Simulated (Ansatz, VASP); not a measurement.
**CuI: VASP beside Ansatz**

File INCAR:

```
  ALGO = Normal
  EDIFF = 1E-6
  EDIFFG = -0.005
  ENCUT = 600
  GGA = PS
  IBRION = 2
  ISIF = 3
  ISMEAR = -1
  LASPH = T
  LCHARG = F
  LREAL = F
  LWAVE = F
  NELM = 80
  NSW = 80
  PREC = Accurate
  SIGMA = 0.05
```

KPOINTS

```
k-points
0
Gamma
  8 8 8
```

File POSCAR:

```
CuI
1.0
    0.0000000000      3.0315000000      3.0315000000
    3.0315000000      0.0000000000      3.0315000000
    3.0315000000      3.0315000000      0.0000000000
I Cu
1 1
Direct
    0.0000000000      0.0000000000      0.0000000000
    0.7500000000      0.7500000000      0.7500000000
```

input.yaml

```yaml
crystal:
  lattice:
    - [0.0, 3.0315, 3.0315]
    - [3.0315, 0.0, 3.0315]
    - [3.0315, 3.0315, 0.0]
  atoms:
    - { symbol: I, position: [0.0, 0.0, 0.0] }
    - { symbol: Cu, position: [0.75, 0.75, 0.75] }
kpoints:
  mp_grid: { grid: [8, 8, 8] }
scf:
  occupations: { method: fermi_dirac, width: 0.05 }
hamiltonian:
  xc: pbesol
  pseudopotentials: { kind: all_electron, lapw: { basis_error: 0.001 } }
output:
  forces: true
  stress: true
relax:
  f_tol: 0.005
  max_steps: 60
  cell: {}
```

Alike in both runs: task relaxation of cell and atoms; functional PBEsol; k mesh 8 × 8 × 8; occupations fermi-dirac, width 0.05 eV; no spin polarisation.

|  | VASP | Ansatz |
| --- | --- | --- |
| version | VASP 6.6.1 | Ansatz 0.2.0 |
| potentials or method | VASP PAW PBE potentials, release 64 (I, Cu), cutoff 600 eV | all-electron LAPW, scalar-relativistic |

|  | VASP | Ansatz | Ansatz less VASP |
| --- | --- | --- | --- |
| relaxed volume (Å³/atom) | 26.30 | 26.20 | -0.105 |
| relaxed length of the cell vector where the two differ most in proportion (Å) | 4.206 | 4.200 | -0.0056 |

VASP's potentials were made for PBE, not for PBEsol. Ansatz ran all-electron here, and VASP with PAW potentials.

Spin-orbit coupling is off throughout.
